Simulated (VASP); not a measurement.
# TiAl3 (I4/mmm) in VASP: a series of runs

TiAl3 is run at these levels: PBE; tasks: single point.

Everything below comes from runs of VASP 6.6.1. Logs are shortened: lines on timing, memory, paths and dates and some standing lists are left out, and cuts for length are marked.

### Step 1. The cell of the first run

The structure is tetragonal, space group I4/mmm (No. 139). The conventional cell has a = 3.808 Å, b = 3.808 Å, c = 8.528 Å, α = 90.00°, β = 90.00°, γ = 90.00°. Ti (site symmetry 4/mmm) has 12 Al at 2.69 to 2.86 Å within 3.6 Å. Al (site symmetry 4/mmm) has 4 Ti at 2.69 Å and 8 Al at 2.86 Å within 3.6 Å. Al (site symmetry -4m2) has 8 Al at 2.69 to 2.86 Å and 4 Ti at 2.86 Å within 3.6 Å.

### Step 2. Single point, PBE (15.46 Å³/atom)

The input, INCAR:

```
PREC = Accurate
ENCUT = 520
EDIFF = 1E-6
ISMEAR = 0
SIGMA = 0.1
LREAL = F
LASPH = T
NELM = 100
ALGO = Fast
ISIF = 2
LWAVE = F
LCHARG = T
GGA = PE
LELF = T
LVHAR = T
NBANDS = 18
```

The input, KPOINTS:

```
regular mesh
0
Gamma
  16 16 16
```

The input, POSCAR:

```
TiAl3
1.0
   -1.9041502520      1.9041502520      4.2638228706
    1.9041502520     -1.9041502520      4.2638228706
    1.9041502520      1.9041502520     -4.2638228706
Ti Al
1 3
Direct
    0.0000000000      0.0000000000      0.0000000000
    0.5000000000      0.5000000000      0.0000000000
    0.7500000000      0.2500000000      0.5000000000
    0.2500000000      0.7500000000      0.5000000000
```

Potentials or basis: VASP PAW PBE potentials, release 64 (Ti_sv, Al).

On the command line:

```bash
$ cat potpaw_PBE.64/Ti_sv/POTCAR potpaw_PBE.64/Al/POTCAR > POTCAR
$ mpirun -np 1 vasp_std > vasp.out
```

OUTCAR:

```text
PREC = Accurate
   ENCUT = 520
   EDIFF = 1E-6
   ISMEAR = 0
   LREAL = F
   LASPH = T
   NELM = 100
   ISIF = 2
   GGA = PE

 ion  position               nearest neighbor table
   1  0.000  0.000  0.000-   2 2.69   2 2.69   2 2.69   2 2.69   4 2.86   3 2.86   4 2.86   4 2.86
                             3 2.86   3 2.86   4 2.86   3 2.86
   2  0.500  0.500  0.000-   1 2.69   1 2.69   1 2.69   1 2.69   4 2.86   3 2.86   4 2.86   3 2.86
                             4 2.86   4 2.86   3 2.86   3 2.86
   3  0.750  0.250  0.500-   4 2.69   4 2.69   4 2.69   4 2.69   2 2.86   1 2.86   2 2.86   1 2.86
                             2 2.86   2 2.86   1 2.86   1 2.86
   4  0.250  0.750  0.500-   3 2.69   3 2.69   3 2.69   3 2.69   2 2.86   1 2.86   2 2.86   2 2.86
                             1 2.86   1 2.86   2 2.86   1 2.86

  LATTYP: Found a body centered tetragonal cell.
 ALAT       =     3.8083005040
 C/A-ratio  =     2.2392260622

  Lattice vectors:

 A1 = (  -1.9041502520,   1.9041502520,   4.2638228706)
 A2 = (   1.9041502520,  -1.9041502520,   4.2638228706)
 A3 = (   1.9041502520,   1.9041502520,  -4.2638228706)

Analysis of symmetry for initial positions (statically):
=====================================================================
 Subroutine PRICEL returns:
 Original cell was already a primitive cell.

 Routine SETGRP: Setting up the symmetry group for a
 body centered tetragonal supercell.

 Subroutine GETGRP returns: Found 16 space group operations
 (whereof 16 operations were pure point group operations)
 out of a pool of 16 trial point group operations.

The static configuration has the point symmetry D_4h.

Analysis of symmetry for dynamics (positions and initial velocities):
=====================================================================
 Subroutine PRICEL returns:
 Original cell was already a primitive cell.

 Routine SETGRP: Setting up the symmetry group for a
 body centered tetragonal supercell.

 Subroutine GETGRP returns: Found 16 space group operations
 (whereof 16 operations were pure point group operations)
 out of a pool of 16 trial point group operations.

The dynamic configuration has the point symmetry D_4h.

 Subroutine INISYM returns: Found 16 space group operations
 (whereof 16 operations are pure point group operations),
 and found     1 'primitive' translations

----------------------------------------------------------------------------------------

                                     Primitive cell

  volume of cell :      61.8389

  direct lattice vectors                    reciprocal lattice vectors
    -1.904150252  1.904150252  4.263822871     0.000000000  0.262584320  0.117265659
     1.904150252 -1.904150252  4.263822871     0.262584320  0.000000000  0.117265659
     1.904150252  1.904150252 -4.263822871     0.262584320  0.262584320  0.000000000

  length of vectors
     5.042991358  5.042991358  5.042991358     0.287579137  0.287579137  0.371350307

  position of ions in fractional coordinates (direct lattice)
     0.000000000  0.000000000  0.000000000
     0.500000000  0.500000000  0.000000000
     0.750000000  0.250000000  0.500000000
     0.250000000  0.750000000  0.500000000

  ion indices of the primitive-cell ions
   primitive index   ion index
                 1           1
                 2           2
                 3           3
                 4           4

----------------------------------------------------------------------------------------

 KPOINTS: regular mesh

Automatic generation of k-mesh.
 Grid dimensions read from file:
 generate k-points for:   16   16   16

 Generating k-lattice:

  Cartesian coordinates                     Fractional coordinates (reciprocal lattice)
     0.000000000  0.016411520  0.007329104     0.062500000 -0.000000000  0.000000000
     0.016411520  0.000000000  0.007329104    -0.000000000  0.062500000  0.000000000
     0.016411520  0.016411520  0.000000000     0.000000000  0.000000000  0.062500000

  Length of vectors
     0.017973696  0.017973696  0.023209394

  Shift w.r.t. Gamma in fractional coordinates (k-lattice)
     0.000000000  0.000000000  0.000000000

 Subroutine IBZKPT returns following result:
 ===========================================

 Found    349 irreducible k-points:

 Following reciprocal coordinates:
            Coordinates               Weight
  0.000000  0.000000  0.000000      1.000000
  0.062500  0.000000  0.000000      8.000000
  0.125000  0.000000  0.000000      8.000000
  0.187500  0.000000  0.000000      8.000000
  0.250000  0.000000  0.000000      8.000000
  0.312500  0.000000 -0.000000      8.000000
[... 16 lines left out ...]
 -0.125000  0.062500  0.000000     16.000000
 -0.062500  0.062500  0.000000      4.000000
 [... further k-points ...]
   k-points           NKPTS =    349   k-points in BZ     NKDIM =    349   number of bands    NBANDS=     18
   number of dos      NEDOS =    301   number of ions     NIONS =      4
   total plane-waves  NPLWV =  64000
   dimension x,y,z NGX =    40 NGY =   40 NGZ =   40
   dimension x,y,z NGXF=    80 NGYF=   80 NGZF=   80
   ions per type =               1   3
   NGX,Y,Z   is equivalent  to a cutoff of  13.19, 13.19, 13.19 a.u.
   NGXF,Y,Z  is equivalent  to a cutoff of  26.37, 26.37, 26.37 a.u.
 SYSTEM =  unknown system
   PREC   = accura    normal or accurate (medium, high low for compatibility)
   ISTART =      0    job   : 0-new  1-cont  2-samecut
   ICHARG =      2    charge: 1-file 2-atom 10-const
   ISPIN  =      1    spin polarized calculation?
   LNONCOLLINEAR =      F non collinear calculations
   LSORBIT =      F    spin-orbit coupling
   LASPH  =      T    aspherical Exc in radial PAW
   ENCUT  =  520.0 eV  38.22 Ry    6.18 a.u.   9.38  9.38  9.38*2*pi/ulx,y,z
   NELM   =    100;   NELMIN=  2; NELMDL= -5     # of ELM steps
   EDIFF  = 0.1E-05   stopping-criterion for ELM
   LREAL  =      F    real-space projection
   EDIFFG = 0.1E-04   stopping-criterion for IOM
   NSW    =      0    number of steps for IOM
   IBRION =     -1    ionic relax: 0-MD 1-quasi-New 2-CG
   NFREE  =      0    steps in history (QN), initial steepest desc. (CG)
   ISIF   =      2    stress and relaxation
   ISYM   =      2    0-nonsym 1-usesym 2-fastsym
   POTIM  = 0.5000    time-step for ionic-motion
   TEBEG  =    0.0;   TEEND  =   0.0 temperature during run
   PSTRESS=    0.0 pullay stress
   NELECT =      21.0000    total number of electrons
   NUPDOWN=      -1.0000    fix difference up-down
   EMIN   =  10.00;   EMAX   =-10.00  energy-range for DOS
   EFERMI =   0.00;   METHOD = LEGACY
   ISMEAR =     0;   SIGMA  =   0.10  broadening in eV -4-tet -1-fermi 0-gaus
   EFERMI_NEDOS =   21; number of points for ismear=-14 and -15
   IALGO  =     68    algorithm
   IMIX   =      4    mixing-type and parameters
     AMIX     =   0.40;   BMIX     =  1.00
     AMIX_MAG =   1.60;   BMIX_MAG =  1.00
  volume/ion in A,a.u.               =      15.46       104.33
  Fermi-wavevector in a.u.,A,eV,Ry     =   1.142161  2.158372 17.749238  1.304532
  Thomas-Fermi vector in A             =   2.278860
   LORBIT       =      0    0 simple, 1 ext, 2 COOP (PROOUT), +10 PAW based schemes
   GGA     = PE    functional components
   LHFCALC =     F    Hartree Fock is set to
   AEXX    =    0.0000 exact exchange contribution
   IVDW    =     0    specifies the selected vdW correction
   LEPSILON=     F    determine dielectric tensor
   LRPA    =     F    only Hartree local field effects (RPA)
 non-spin polarized calculation
 RMM-DIIS sequential band-by-band and
 Gauss-broadening in eV      SIGMA  =   0.10
  energy-cutoff  :      520.00
  volume of cell :       61.84
 maximum number of plane-waves:      1683
 NGX is ok and might be reduce to    40
   NGX = 19   NGY = 19   NGZ = 19

 number of electron      20.9999999 magnetization

 Free energy of the ion-electron system (eV)
  ---------------------------------------------------
  ext. energy  EPLUGINS =         0.00000000
  ---------------------------------------------------
  free energy    TOTEN  =       -20.64571628 eV

  energy without entropy =      -20.63716427  energy(sigma->0) =      -20.64144028

 E-fermi :   8.4840     XC(G=0): -10.8395

 val. band max:        8.4749279081   @ k =  -0.3750  -0.3750   0.1875
 cond. band min:       8.4884821289   @ k =  -0.1250   0.3750   0.0625
 fundamental gap:      0.0135542208
 Fermi energy:         8.4839620384

 k-point     1 :       0.0000    0.0000    0.0000
  band No.  band energies     occupation
      1     -47.9349      2.00000
      2     -24.2552      2.00000
      3     -24.2552      2.00000
      4     -24.1754      2.00000
      5      -1.7096      2.00000
      6       5.6077      2.00000
[... 10 lines left out ...]
     17      12.3630      0.00000
     18      12.3679      0.00000

 k-point     2 :       0.0625    0.0000    0.0000
  band No.  band energies     occupation
      1     -47.9348      2.00000
      2     -24.2563      2.00000
      3     -24.2551      2.00000
      4     -24.1754      2.00000
      5      -1.6602      2.00000
      6       5.3344      2.00000
[... 10 lines left out ...]
     17      12.3790      0.00000
     18      12.6676      0.00000

 k-point     3 :       0.1250    0.0000    0.0000
  band No.  band energies     occupation
      1     -47.9346      2.00000
      2     -24.2595      2.00000
      3     -24.2549      2.00000
      4     -24.1752      2.00000
      5      -1.5127      2.00000
      6       4.9935      2.00000
[... 10 lines left out ...]
     17      12.4363      0.00000
     18      13.3557      0.00000

 k-point     4 :       0.1875    0.0000    0.0000
  band No.  band energies     occupation
      1     -47.9344      2.00000
      2     -24.2643      2.00000
      3     -24.2546      2.00000
      4     -24.1750      2.00000
      5      -1.2688      2.00000
      6       4.6313      2.00000
[... 375 lines left out ...]
      4     -24.1748      2.00000
      5      -1.2680      2.00000
      6       4.9412      2.00000
[... 10 lines left out ...]
     17      12.7683      0.00000
     18      14.1407      0.00000

 k-point    23 :      -0.1250    0.0625    0.0000
  band No.  band energies     occupation
      1     -47.9346      2.00000
      2     -24.2595      2.00000
      3     -24.2560      2.00000
      4     -24.1750      2.00000
      5      -1.4959      2.00000
      6       5.3644      2.00000
[... 10 lines left out ...]
     17      12.6172      0.00000
     18      13.4033      0.00000

 k-point    24 :      -0.0625    0.0625    0.0000
  band No.  band energies     occupation
      1     -47.9347      2.00000
      2     -24.2564      2.00000
      3     -24.2562      2.00000
      4     -24.1753      2.00000
      5      -1.6271      2.00000
      6       5.6775      2.00000
[... 10 lines left out ...]
     17      12.5092      0.00000
     18      12.7579      0.00000

 [... further k-points ...]

------------------------ aborting loop because EDIFF is reached ----------------------------------------

  FORCE on cell =-STRESS in cart. coord.  units (eV):
  Direction    XX          YY          ZZ          XY          YZ          ZX
  --------------------------------------------------------------------------------------
  -------------------------------------------------------------------------------------
  Total        1.2954703      1.2954703      1.3263923      0.0000000      0.0000000      0.0000000
  in kB       33.5642120     33.5642120     34.3653667      0.0000000      0.0000000      0.0000000
  external PRESSURE =      33.8312636 kB  Pullay stress =       0.0000000 kB

 VOLUME and BASIS-vectors are now :
 -----------------------------------------------------------------------------
  energy-cutoff  :      520.00
  volume of cell :       61.84
      direct lattice vectors                 reciprocal lattice vectors
    -1.904150252  1.904150252  4.263822871     0.000000000  0.262584320  0.117265659
     1.904150252 -1.904150252  4.263822871     0.262584320  0.000000000  0.117265659
     1.904150252  1.904150252 -4.263822871     0.262584320  0.262584320  0.000000000

 POSITION                                       TOTAL-FORCE (eV/Angst)
 -----------------------------------------------------------------------------------
      0.00000      0.00000      0.00000         0.000000      0.000000      0.000000
      0.00000      0.00000      4.26382         0.000000      0.000000      0.000000
      0.00000      1.90415      2.13191        -0.000000     -0.000000      0.000000
      1.90415      0.00000      2.13191         0.000000      0.000000     -0.000000
 -----------------------------------------------------------------------------------
    total drift:                               -0.000000     -0.000000     -0.000000

  FREE ENERGIE OF THE ION-ELECTRON SYSTEM (eV)
  ---------------------------------------------------
  free  energy   TOTEN  =       -20.6457162829 eV

  energy  without entropy=      -20.6371642727  energy(sigma->0) =      -20.64144028
```

Run time: 35 min. Hardware: 1 thread of Intel Xeon 8259CL, shared host; peak memory 0.53 GiB.

What came out:

| Quantity | Value |
| --- | --- |
| Free energy | -20.6457 eV |
| Pressure | 3.4 GPa |
| Band gap on the k mesh | zero (an odd number of electrons rules out a gap without spin polarisation) |

Caveat: the cell stands under pressure.

### Step 3. Single point, PBE (16.42 Å³/atom)

This run uses another cell than the first one, of 16.42 Å³/atom.

The input, INCAR:

```
SYSTEM = TiAl3
PREC     = Accurate       ! precision mode
ENCUT    = 520            ! plane-wave cutoff, eV
EDIFF    = 1E-7           ! SCF threshold, eV
ISMEAR   = 0              ! smearing method
SIGMA    = 0.1            ! smearing width, eV
LREAL    = .FALSE.        ! projectors in reciprocal space
LASPH    = .TRUE.         ! aspherical terms in the spheres
NELM     = 80             ! most SCF steps
ALGO     = Fast           ! electronic algorithm
ISIF     = 2              ! what is computed and relaxed
LWAVE    = .FALSE.        ! write WAVECAR
LCHARG   = .FALSE.        ! write CHGCAR
GGA      = PE             ! functional
NBANDS   = 18             ! bands
```

The input, KPOINTS:

```
regular mesh
0
G
  16 16 16
  0 0 0
```

The input, POSCAR:

```
TiAl3
1.0
   -1.9417110380      1.9417110380      4.3540947488
    1.9417110380     -1.9417110380      4.3540947488
    1.9417110380      1.9417110380     -4.3540947488
Ti Al
1 3
Direct
    0.0000000000      0.0000000000      0.0000000000
    0.5000000000      0.5000000000      0.0000000000
    0.7500000000      0.2500000000      0.5000000000
    0.2500000000      0.7500000000      0.5000000000
```

Potentials or basis: VASP PAW PBE potentials, release 64 (Ti_sv, Al).

On the command line:

```bash
$ cat potpaw_PBE.64/Ti_sv/POTCAR potpaw_PBE.64/Al/POTCAR > POTCAR
$ mpirun -np 1 vasp_std > vasp.out
```

It took 47 min on 1 thread of Intel Xeon 8259CL, shared host; peak memory 0.55 GiB.

It converged, with:

```
Free energy            : -20.6474 eV
Pressure               : -3.0 GPa
Band gap on the k mesh : zero (an odd number of electrons rules out a gap without spin polarisation)
```

Stress tensor (GPa, compression positive):
```
-3.02  0.00  0.00
 0.00 -3.02  0.00
 0.00  0.00 -2.88
```

Levels at points of the mesh, in eV from the Fermi level:
```csv
k point,band 8,band 9,band 10,band 11,band 12,band 13,band 14,band 15
"(0.00, 0.00, 0.00)",-1.32,-1.18,-1.18,0.79,1.65,1.65,2.16,2.23
"(0.50, 0.00, 0.00)",-2.97,-1.03,-0.24,0.48,1.70,2.02,2.58,3.07
"(0.50, 0.50, 0.00)",-3.65,-2.67,-2.18,-0.94,1.66,1.84,2.61,2.68
"(0.50, 0.50, 0.50)",-0.94,-0.94,-0.22,0.68,0.68,0.90,2.99,4.36
```
